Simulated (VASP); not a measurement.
# Zr2C3 (P-4m2) in VASP: a series of runs

Runs on Zr2C3. Level: PBE. Tasks: single point, relaxation of cell and atoms.

Everything below comes from runs of VASP 6.6.1. Logs are shortened: lines on timing, memory, paths and dates and some standing lists are left out, and cuts for length are marked.

## 1. The cell of the first run

Symmetry: P-4m2, No. 115, tetragonal system. Conventional cell: a = 4.428 Å, b = 4.428 Å, c = 3.171 Å, α = 90.00°, β = 90.00°, γ = 90.00°. Zr (site symmetry 2mm) has 6 C at 2.29 to 2.43 Å within 3.0 Å. Within 2.1 Å of C (site symmetry -4m2) lie 2 C at 1.59 Å. C (site symmetry -4m2) has 4 Zr at 2.29 Å within 3.0 Å. C (site symmetry -4m2) has 2 C at 1.59 Å within 2.1 Å.

## 2. Single point, PBE, collinear spin, ferromagnetic start

INCAR

```
PREC = Accurate
ENCUT = 600
EDIFF = 1E-6
ISMEAR = 0
SIGMA = 0.1
LREAL = F
LASPH = T
NELM = 200
ALGO = Normal
ISIF = 2
LWAVE = F
LCHARG = F
ISPIN = 2
MAGMOM = 1 1 0 0 0
LORBIT = 11
LMAXMIX = 4
GGA = PE
NBANDS = 30
GGA_COMPAT = F
```

KPOINTS

```
Automatic mesh
0
Gamma
  4 4 6
```

POSCAR

```
Zr2C3
1.0
    4.4281644934      0.0000000000      0.0000000000
    0.0000000000      4.4281644934      0.0000000000
    0.0000000000      0.0000000000      3.1707817690
Zr C
2 3
Direct
    0.5000000000      0.0000000000      0.6836656632
    0.0000000000      0.5000000000      0.3163343368
    0.0000000000      0.0000000000      0.0000000000
    0.5000000000      0.5000000000      0.5000000000
    0.0000000000      0.0000000000      0.5000000000
```

Potentials or basis: VASP PAW PBE potentials, release 64 (Zr_sv, C).

Run with:

```bash
cat potpaw_PBE.64/Zr_sv/POTCAR potpaw_PBE.64/C/POTCAR > POTCAR
mpirun -np 1 vasp_std > vasp.out
```

OUTCAR:

```text
PREC = Accurate
   ENCUT = 600
   EDIFF = 1E-6
   ISMEAR = 0
   LREAL = F
   LASPH = T
   NELM = 200
   ISIF = 2
   ISPIN = 2
   LORBIT = 11
   GGA = PE

 ion  position               nearest neighbor table
   1  0.500  0.000  0.684-   4 2.29   5 2.29   4 2.29   5 2.29   3 2.43   3 2.43   2 3.34   2 3.34
                             2 3.34   2 3.34   2 3.72   2 3.72   2 3.72   2 3.72
   2  0.000  0.500  0.316-   4 2.29   5 2.29   5 2.29   4 2.29   3 2.43   3 2.43   1 3.34   1 3.34
                             1 3.34   1 3.34   1 3.72   1 3.72   1 3.72   1 3.72
   3  0.000  0.000  0.000-   5 1.59   5 1.59   1 2.43   2 2.43   2 2.43   1 2.43
   4  0.500  0.500  0.500-   1 2.29   2 2.29   1 2.29   2 2.29
   5  0.000  0.000  0.500-   3 1.59   3 1.59   1 2.29   2 2.29   2 2.29   1 2.29

  LATTYP: Found a simple tetragonal cell.
 ALAT       =     4.4281644934
 C/A-ratio  =     0.7160487768

  Lattice vectors:

 A1 = (   4.4281644934,   0.0000000000,   0.0000000000)
 A2 = (   0.0000000000,   4.4281644934,   0.0000000000)
 A3 = (   0.0000000000,   0.0000000000,   3.1707817690)

Analysis of symmetry for initial positions (statically):
=====================================================================
 Subroutine PRICEL returns:
 Original cell was already a primitive cell.

 Routine SETGRP: Setting up the symmetry group for a
 simple tetragonal supercell.

 Subroutine GETGRP returns: Found  8 space group operations
 (whereof  8 operations were pure point group operations)
 out of a pool of 16 trial point group operations.

The static configuration has the point symmetry D_2d.

Analysis of symmetry for dynamics (positions and initial velocities):
=====================================================================
 Subroutine PRICEL returns:
 Original cell was already a primitive cell.

 Routine SETGRP: Setting up the symmetry group for a
 simple tetragonal supercell.

 Subroutine GETGRP returns: Found  8 space group operations
 (whereof  8 operations were pure point group operations)
 out of a pool of 16 trial point group operations.

The dynamic configuration has the point symmetry D_2d.

Analysis of structural, dynamic, and magnetic symmetry:
=====================================================================
 Subroutine PRICEL returns:
 Original cell was already a primitive cell.

 Routine SETGRP: Setting up the symmetry group for a
 simple tetragonal supercell.

 Subroutine GETGRP returns: Found  8 space group operations
 (whereof  8 operations were pure point group operations)
 out of a pool of 16 trial point group operations.

The overall configuration has the point symmetry D_2d.

 Subroutine INISYM returns: Found  8 space group operations
 (whereof  8 operations are pure point group operations),
 and found     1 'primitive' translations

----------------------------------------------------------------------------------------

                                     Primitive cell

  volume of cell :      62.1747

  direct lattice vectors                    reciprocal lattice vectors
     4.428164493  0.000000000  0.000000000     0.225827203  0.000000000  0.000000000
     0.000000000  4.428164493  0.000000000     0.000000000  0.225827203  0.000000000
     0.000000000  0.000000000  3.170781769     0.000000000  0.000000000  0.315379636

  length of vectors
     4.428164493  4.428164493  3.170781769     0.225827203  0.225827203  0.315379636

  position of ions in fractional coordinates (direct lattice)
     0.500000000  0.000000000  0.683665663
     0.000000000  0.500000000  0.316334337
     0.000000000  0.000000000  0.000000000
     0.500000000  0.500000000  0.500000000
     0.000000000  0.000000000  0.500000000

  ion indices of the primitive-cell ions
   primitive index   ion index
                 1           1
                 2           2
                 3           3
                 4           4
                 5           5

----------------------------------------------------------------------------------------

 KPOINTS: Automatic mesh

Automatic generation of k-mesh.
 Grid dimensions read from file:
 generate k-points for:    4    4    6

 Generating k-lattice:

  Cartesian coordinates                     Fractional coordinates (reciprocal lattice)
     0.056456801  0.000000000  0.000000000     0.250000000  0.000000000  0.000000000
     0.000000000  0.056456801  0.000000000     0.000000000  0.250000000  0.000000000
     0.000000000  0.000000000  0.052563273     0.000000000  0.000000000  0.166666667

  Length of vectors
     0.056456801  0.056456801  0.052563273

  Shift w.r.t. Gamma in fractional coordinates (k-lattice)
     0.000000000  0.000000000  0.000000000

 Subroutine IBZKPT returns following result:
 ===========================================

 Found     24 irreducible k-points:

 Following reciprocal coordinates:
            Coordinates               Weight
  0.000000  0.000000  0.000000      1.000000
  0.250000  0.000000  0.000000      4.000000
  0.500000  0.000000  0.000000      2.000000
  0.250000  0.250000  0.000000      4.000000
  0.500000  0.250000  0.000000      4.000000
  0.500000  0.500000  0.000000      1.000000
[... 16 lines left out ...]
  0.500000  0.250000  0.500000      4.000000
  0.500000  0.500000  0.500000      1.000000
   k-points           NKPTS =     24   k-points in BZ     NKDIM =     24   number of bands    NBANDS=     30
   number of dos      NEDOS =    301   number of ions     NIONS =      5
   total plane-waves  NPLWV =  36288
   dimension x,y,z NGX =    36 NGY =   36 NGZ =   28
   dimension x,y,z NGXF=    72 NGYF=   72 NGZF=   56
   ions per type =               2   3
   NGX,Y,Z   is equivalent  to a cutoff of  13.52, 13.52, 14.68 a.u.
   NGXF,Y,Z  is equivalent  to a cutoff of  27.03, 27.03, 29.36 a.u.
 SYSTEM =  unknown system
   PREC   = accura    normal or accurate (medium, high low for compatibility)
   ISTART =      0    job   : 0-new  1-cont  2-samecut
   ICHARG =      2    charge: 1-file 2-atom 10-const
   ISPIN  =      2    spin polarized calculation?
   LNONCOLLINEAR =      F non collinear calculations
   LSORBIT =      F    spin-orbit coupling
   LASPH  =      T    aspherical Exc in radial PAW
   ENCUT  =  600.0 eV  44.10 Ry    6.64 a.u.   8.84  8.84  6.33*2*pi/ulx,y,z
   NELM   =    200;   NELMIN=  2; NELMDL= -5     # of ELM steps
   EDIFF  = 0.1E-05   stopping-criterion for ELM
   LREAL  =      F    real-space projection
   EDIFFG = 0.1E-04   stopping-criterion for IOM
   NSW    =      0    number of steps for IOM
   IBRION =     -1    ionic relax: 0-MD 1-quasi-New 2-CG
   NFREE  =      0    steps in history (QN), initial steepest desc. (CG)
   ISIF   =      2    stress and relaxation
   ISYM   =      2    0-nonsym 1-usesym 2-fastsym
   POTIM  = 0.5000    time-step for ionic-motion
   TEBEG  =    0.0;   TEEND  =   0.0 temperature during run
   PSTRESS=    0.0 pullay stress
   NELECT =      36.0000    total number of electrons
   NUPDOWN=      -1.0000    fix difference up-down
   EMIN   =  10.00;   EMAX   =-10.00  energy-range for DOS
   EFERMI =   0.00;   METHOD = LEGACY
   ISMEAR =     0;   SIGMA  =   0.10  broadening in eV -4-tet -1-fermi 0-gaus
   EFERMI_NEDOS =   21; number of points for ismear=-14 and -15
   IALGO  =     38    algorithm
   IMIX   =      4    mixing-type and parameters
     AMIX     =   0.40;   BMIX     =  1.00
     AMIX_MAG =   1.60;   BMIX_MAG =  1.00
  volume/ion in A,a.u.               =      12.43        83.92
  Fermi-wavevector in a.u.,A,eV,Ry     =   1.364492  2.578516 25.331856  1.861839
  Thomas-Fermi vector in A             =   2.490803
   LORBIT       =     11    0 simple, 1 ext, 2 COOP (PROOUT), +10 PAW based schemes
   GGA     = PE    functional components
   LHFCALC =     F    Hartree Fock is set to
   AEXX    =    0.0000 exact exchange contribution
   IVDW    =     0    specifies the selected vdW correction
   LEPSILON=     F    determine dielectric tensor
   LRPA    =     F    only Hartree local field effects (RPA)
 spin polarized calculation
 Gauss-broadening in eV      SIGMA  =   0.10
  energy-cutoff  :      600.00
  volume of cell :       62.17
 maximum number of plane-waves:      2098
 NGX is ok and might be reduce to    36
   NGX = 17   NGY = 17   NGZ = 13

 number of electron      36.0000003 magnetization       0.0003475

 number of electron      36.0000003 magnetization      -0.0000614

 Free energy of the ion-electron system (eV)
  ---------------------------------------------------
  ext. energy  EPLUGINS =         0.00000000
  ---------------------------------------------------
  free energy    TOTEN  =       -42.79168272 eV

  energy without entropy =      -42.78335434  energy(sigma->0) =      -42.78751853

 E-fermi :   9.0717     XC(G=0): -11.8031

 val. band max:        9.0532228572   @ k =   0.0000   0.0000   0.3333
 cond. band min:       9.2714798027   @ k =   0.2500   0.0000   0.0000
 fundamental gap:      0.2182569455
 Fermi energy:         9.0717114194

 spin component 1

 k-point     1 :       0.0000    0.0000    0.0000
  band No.  band energies     occupation
      1     -39.4021      1.00000
      2     -39.3191      1.00000
      3     -17.7308      1.00000
      4     -17.7308      1.00000
      5     -17.3172      1.00000
      6     -17.3172      1.00000
[... 22 lines left out ...]
     29      17.3267      0.00000
     30      17.3267      0.00000

 k-point     2 :       0.2500    0.0000    0.0000
  band No.  band energies     occupation
      1     -39.3896      1.00000
      2     -39.3309      1.00000
      3     -17.7194      1.00000
      4     -17.6752      1.00000
      5     -17.4177      1.00000
      6     -17.3737      1.00000
[... 22 lines left out ...]
     29      16.7716      0.00000
     30      17.2855      0.00000

 k-point     3 :       0.5000    0.0000    0.0000
  band No.  band energies     occupation
      1     -39.3601      1.00000
      2     -39.3596      1.00000
      3     -17.6847      1.00000
      4     -17.5768      1.00000
      5     -17.5309      1.00000
      6     -17.4731      1.00000
[... 659 lines left out ...]
      6     -17.5327      1.00000
[... 22 lines left out ...]
     29      17.2542      0.00000
     30      17.9686      0.00000

 k-point    24 :       0.5000    0.5000    0.5000
  band No.  band energies     occupation
      1     -39.3047      1.00000
      2     -39.3047      1.00000
      3     -17.7695      1.00000
      4     -17.7695      1.00000
      5     -17.7520      1.00000
      6     -17.6179      1.00000
[... 22 lines left out ...]
     29      17.9787      0.00000
     30      18.2414      0.00000
 Fermi energy:         9.0717114194

 spin component 2

 k-point     1 :       0.0000    0.0000    0.0000
  band No.  band energies     occupation
      1     -39.4018      1.00000
      2     -39.3188      1.00000
      3     -17.7307      1.00000
      4     -17.7307      1.00000
      5     -17.3171      1.00000
      6     -17.3171      1.00000
[... 22 lines left out ...]
     29      17.3267      0.00000
     30      17.3267      0.00000

 k-point     2 :       0.2500    0.0000    0.0000
  band No.  band energies     occupation
      1     -39.3893      1.00000
      2     -39.3305      1.00000
      3     -17.7194      1.00000
      4     -17.6752      1.00000
      5     -17.4176      1.00000
      6     -17.3736      1.00000
[... 22 lines left out ...]
     29      16.7717      0.00000
     30      17.2855      0.00000

 k-point     3 :       0.5000    0.0000    0.0000
  band No.  band energies     occupation
      1     -39.3598      1.00000
      2     -39.3593      1.00000
      3     -17.6846      1.00000
      4     -17.5767      1.00000
      5     -17.5309      1.00000
      6     -17.4730      1.00000
[... 682 lines left out ...]
     29      17.2543      0.00000
     30      17.9686      0.00000

 k-point    24 :       0.5000    0.5000    0.5000
  band No.  band energies     occupation
      1     -39.3043      1.00000
      2     -39.3043      1.00000
      3     -17.7694      1.00000
      4     -17.7694      1.00000
      5     -17.7519      1.00000
      6     -17.6178      1.00000
[... 22 lines left out ...]
     29      17.9788      0.00000
     30      18.2414      0.00000

------------------------ aborting loop because EDIFF is reached ----------------------------------------

  FORCE on cell =-STRESS in cart. coord.  units (eV):
  Direction    XX          YY          ZZ          XY          YZ          ZX
  --------------------------------------------------------------------------------------
  -------------------------------------------------------------------------------------
  Total        0.1042040      0.1042040      0.0555649      0.0000000      0.0000000      0.0000000
  in kB        2.6852268      2.6852268      1.4318482      0.0000000      0.0000000      0.0000000
  external PRESSURE =       2.2674339 kB  Pullay stress =       0.0000000 kB

 VOLUME and BASIS-vectors are now :
 -----------------------------------------------------------------------------
  energy-cutoff  :      600.00
  volume of cell :       62.17
      direct lattice vectors                 reciprocal lattice vectors
     4.428164493  0.000000000  0.000000000     0.225827203  0.000000000  0.000000000
     0.000000000  4.428164493  0.000000000     0.000000000  0.225827203  0.000000000
     0.000000000  0.000000000  3.170781769     0.000000000  0.000000000  0.315379636

 POSITION                                       TOTAL-FORCE (eV/Angst)
 -----------------------------------------------------------------------------------
      2.21408      0.00000      2.16775         0.000000     -0.000000      0.002711
      0.00000      2.21408      1.00303         0.000000     -0.000000     -0.002711
      0.00000      0.00000      0.00000         0.000000     -0.000000      0.000000
      2.21408      2.21408      1.58539        -0.000000      0.000000      0.000000
      0.00000      0.00000      1.58539         0.000000     -0.000000      0.000000
 -----------------------------------------------------------------------------------
    total drift:                                0.000000     -0.000000     -0.000000

  FREE ENERGIE OF THE ION-ELECTRON SYSTEM (eV)
  ---------------------------------------------------
  free  energy   TOTEN  =       -42.7916827193 eV

  energy  without entropy=      -42.7833543418  energy(sigma->0) =      -42.78751853

 total charge

# of ion       s       p       d       tot
------------------------------------------
    1        2.172   6.013   1.713   9.898
    2        2.172   6.013   1.713   9.898
    3        0.855   1.486   0.000   2.341
    4        0.905   1.396   0.000   2.301
    5        0.869   1.566   0.000   2.435
--------------------------------------------------
tot          6.974  16.474   3.426  26.874

 magnetization (x)

# of ion       s       p       d       tot
------------------------------------------
    1        0.000  -0.000  -0.000   0.000
    2        0.000  -0.000  -0.000   0.000
    3        0.000   0.000   0.000   0.000
    4        0.000   0.000   0.000   0.000
    5        0.000  -0.000   0.000  -0.000
--------------------------------------------------
tot          0.000   0.000  -0.000   0.000
```

Wall time 58 s (1 thread of Intel Xeon Platinum 8488C (Sapphire Rapids), shared host); peak memory 0.25 GiB.

Results:

```
Free energy                                           : -42.7917 eV
Pressure                                              : 0.2 GPa
Band gap on the k mesh                                : zero (filled and empty bands overlap)
Net moment                                            : 0.00 μB per cell
Valence electrons inside the program's atomic spheres : Zr 9.90; C 2.34, 2.30, 2.44
```

Forces on the atoms (eV/Å):
```
Zr   0.000  0.000  0.003
Zr   0.000  0.000 -0.003
C    0.000  0.000  0.000
C    0.000  0.000  0.000
C    0.000  0.000  0.000
```

Stress tensor (GPa, compression positive):
```
0.27 0.00 0.00
0.00 0.27 0.00
0.00 0.00 0.14
```

## 3. Relaxation of cell and atoms, PBE

INCAR

```
PREC = Accurate ; ENCUT = 600
EDIFF = 1E-7 ; ISMEAR = 0
SIGMA = 0.1 ; LREAL = False
LASPH = True ; NELM = 120
ALGO = Normal ; ISIF = 3
LWAVE = False ; LCHARG = False
GGA = PE ; IBRION = 2
NSW = 100 ; EDIFFG = -0.01
GGA_COMPAT = False ; NELMIN = 4
```

KPOINTS

```
Automatic mesh
0
Gamma
  8 8 12
```

POSCAR is that of step 2.

Potentials or basis: VASP PAW PBE potentials, release 64 (Zr_sv, C).

Run with:

```bash
cat potpaw_PBE.64/Zr_sv/POTCAR potpaw_PBE.64/C/POTCAR > POTCAR
mpirun -np 1 vasp_std > vasp.out
```

It took 6.2 min on 1 thread of Intel Xeon Platinum 8488C (Sapphire Rapids), shared host; peak memory 0.3 GiB.

The run converged. Its results:

```yaml
Free_energy: -42.8138 eV
Relaxed_volume: 12.37 Å³/atom
Relaxed_cell: a = 4.436 Å, b = 4.436 Å, c = 3.143 Å, α = 90.00°, β = 90.00°, γ = 90.00°
Space_group_after_relaxing_to_0.05_Å: P-4m2 (No. 115)
Energy_gained_by_relaxing: 1.0 meV/atom
Ionic_steps: 7
Pressure_after_relaxing: 0.0 GPa
Band_gap_on_the_k_mesh: zero (band 18 reaches 9.46 eV, above the bottom of band 19 at 8.68 eV)
```

Step by step:
```tsv
step	energy change (eV)	largest force (eV/Å)	pressure (GPa)	volume (Å³)
1	0.0000	0.1186	-0.06	62.17
2	-0.0033	0.0851	-0.39	62.13
3	-0.0038	0.0661	-0.59	62.11
4	-0.0043	0.0537	0.68	61.63
5	-0.0046	0.0583	0.21	61.80
6	-0.0051	0.0245	0.09	61.83
7	-0.0052	0.0019	0.02	61.84
```

Final structure:
```xyz
5
Lattice="4.4356 0.0000 0.0000 0.0000 4.4356 0.0000 0.0000 0.0000 3.1433" Properties=species:S:1:pos:R:3 pbc="T T T"
Zr    2.2178    0.0000    2.1701
Zr    0.0000    2.2178    0.9732
C     0.0000    0.0000    0.0000
C     2.2178    2.2178    1.5717
C     0.0000    0.0000    1.5717
```

Levels at points of the mesh, in eV from the Fermi level:
```
           k point  band 15  band 16  band 17  band 18  band 19  band 20  band 21  band 22
(0.00, 0.00, 0.00)    -1.91    -1.10    -0.95    -0.95     0.14     0.62     0.62     1.89
(0.50, 0.00, 0.00)    -2.42    -2.30    -1.66    -0.40     0.46     1.51     2.63     2.67
(0.50, 0.50, 0.00)    -3.32    -2.95    -0.94    -0.94     0.93     1.87     3.72     3.72
(0.00, 0.00, 0.50)    -2.74    -2.74    -0.22    -0.22     0.50     2.77     3.85     3.85
(0.50, 0.00, 0.50)    -2.91    -2.47    -1.64    -1.30     1.46     3.14     3.15     3.71
(0.50, 0.50, 0.50)    -3.57    -3.57    -1.86    -1.86     1.12     1.46     2.79     3.35
```
